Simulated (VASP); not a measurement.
Here is a VASP 6.6.1 calculation.

Contents of INCAR:

```
PREC = Accurate
ENCUT = 520
EDIFF = 1E-6
ISMEAR = -1
SIGMA = 0.03
LREAL = False
LASPH = True
NELM = 80
ALGO = Normal
ISIF = 2
LWAVE = False
LCHARG = False
GGA = PS
NBANDS = 8
```

Contents of KPOINTS:

```
regular mesh
0
Gamma
  14 14 14
```

Contents of POSCAR:

```
Sb
1.0
    0.0000000000      2.2589000000      2.3050000000
    2.2589000000      0.0000000000      2.3050000000
    2.2589000000      2.2589000000      0.0000000000
Sb
1
Direct
    0.0000000000      0.0000000000      0.0000000000
```

Potentials or basis: VASP PAW PBE potentials, release 64 (Sb).

The run is started by

```bash
$ cat potpaw_PBE.64/Sb/POTCAR > POTCAR
$ mpirun -np 1 vasp_std > vasp.out
```

Question: What does it give for the pressure?

Answer: 9.2 GPa.

Stress tensor (GPa, compression positive):
```
 8.58  0.00  0.00
 0.00  8.58  0.00
 0.00  0.00 10.41
```

Caveat: the cell differs from its parent crystal (equal xx and yy strain of -2 %); the PAW data sets were made with another functional, which shifts forces and pressure a little.
